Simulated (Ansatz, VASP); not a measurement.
One calculation of Cd, two programs

```
Cd
1.0
     2.95991    0.00000    0.00000
    -1.47996    2.56336    0.00000
     0.00000    0.00000    5.80635
Cd
2
Direct
  0.33333 0.66667 0.25000
  0.66667 0.33333 0.75000
```

Alike in both runs: functional r2SCAN; k mesh 18 × 18 × 8; occupations gaussian, width 0.1 eV; no spin polarisation.

Ansatz relaxed the structure, and its values are those at the end. VASP's run is a single point on that final structure, the one shown.

|  | VASP | Ansatz |
| --- | --- | --- |
| version | VASP 6.6.1 | Ansatz 0.2.0 |
| potentials or method | VASP PAW PBE potentials, release 64 (Cd), cutoff 520 eV | scalar-relativistic, plane waves, PAW |
| valence electrons in the cell | 24 | 40 |

Ansatz gave:

```
gap on the k mesh at the Fermi level (eV) : none
pressure (GPa)                            : 0.0
```

Task: Estimate VASP's values.

Result: gap on the k mesh at the Fermi level (eV): none; pressure (GPa): 0.4.

VASP's potentials were made for PBE, not for r2SCAN. A gap of «none» marks a metal or a gap that the smearing closes. VASP's potentials hold 24 valence electrons a cell and Ansatz's 40, so a difference there can come from the potentials and not from the codes.
